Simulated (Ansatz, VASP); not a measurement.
# Te2Mo: VASP beside Ansatz

INCAR

```
SYSTEM = Te2Mo
PREC = Accurate ; ENCUT = 520
EDIFF = 1E-6 ; ISMEAR = 0
SIGMA = 0.05 ; LREAL = .False.
LASPH = .True. ; NELM = 100
ALGO = Normal ; ISIF = 2
LWAVE = .False. ; LCHARG = .False.
GGA = CA ; NBANDS = 35
```

KPOINTS

```
Automatic mesh
0
Gamma
  12 12 2
  0 0 0
```

POSCAR

```
Te2Mo
1.0
    3.5181997508      0.0000000000      0.0000000000
   -1.7590998754      3.0468503597      0.0000000000
    0.0000000000      0.0000000000     13.9736000000
Te Mo
4 2
Direct
    0.3333333333      0.6666666667      0.6210000000
    0.6666666667      0.3333333333      0.1210000000
    0.3333333333      0.6666666667      0.8790000000
    0.6666666667      0.3333333333      0.3790000000
    0.3333333333      0.6666666667      0.2500000000
    0.6666666667      0.3333333333      0.7500000000
```

Input for Ansatz:

```yaml
crystal:
  lattice:
    - [3.5181997508, 0.0, 0.0]
    - [-1.7590998754, 3.0468503597, 0.0]
    - [0.0, 0.0, 13.9736]
  atoms:
    - { symbol: Te, position: [0.3333333333, 0.6666666667, 0.621] }
    - { symbol: Te, position: [0.6666666667, 0.3333333333, 0.121] }
    - { symbol: Te, position: [0.3333333333, 0.6666666667, 0.879] }
    - { symbol: Te, position: [0.6666666667, 0.3333333333, 0.379] }
    - { symbol: Mo, position: [0.3333333333, 0.6666666667, 0.25] }
    - { symbol: Mo, position: [0.6666666667, 0.3333333333, 0.75] }
basis:
  ecutwfc: 420
kpoints:
  mp_grid: { grid: [12, 12, 2] }
hamiltonian:
  xc: lda
scf:
  occupations: { method: gaussian, width: 0.05 }
output:
  forces: true
  stress: true
  eigenvalues: true
```

Alike in both runs: task single point; functional LDA; k mesh 12 × 12 × 2; occupations gaussian, width 0.05 eV; no spin polarisation.

```csv
,VASP,Ansatz
version,VASP 6.6.1,Ansatz 0.2.0
potentials or method,"VASP PAW LDA potentials, release 64 (Te, Mo_sv), cutoff 520 eV","scalar-relativistic, plane waves, PAW"
valence electrons in the cell,52,92
```

|  | VASP | Ansatz | Ansatz less VASP |
| --- | --- | --- | --- |
| gap on the k mesh at the Fermi level (eV) | 0.72 | 0.73 | +0.010 |
| least direct gap on the mesh (eV) | 1.03 | 1.03 | -0.001 |
| pressure (GPa) | -2.8 | -3.0 | -0.23 |
| traceless stress, the component that is largest in VASP (GPa) | 0.14 | 0.04 | -0.108 |
| rms of the force components (eV/Å) | 0.113 | 0.138 | +0.0254 |

LDA's correlation is that of Perdew and Zunger in VASP and of Perdew and Wang (1992) in Ansatz. Atom by atom the forces differ by 0.025 eV/Å (rms over components). VASP's potentials hold 52 valence electrons a cell and Ansatz's 92, so a difference there can come from the potentials and not from the codes.

Spin-orbit coupling is off throughout.
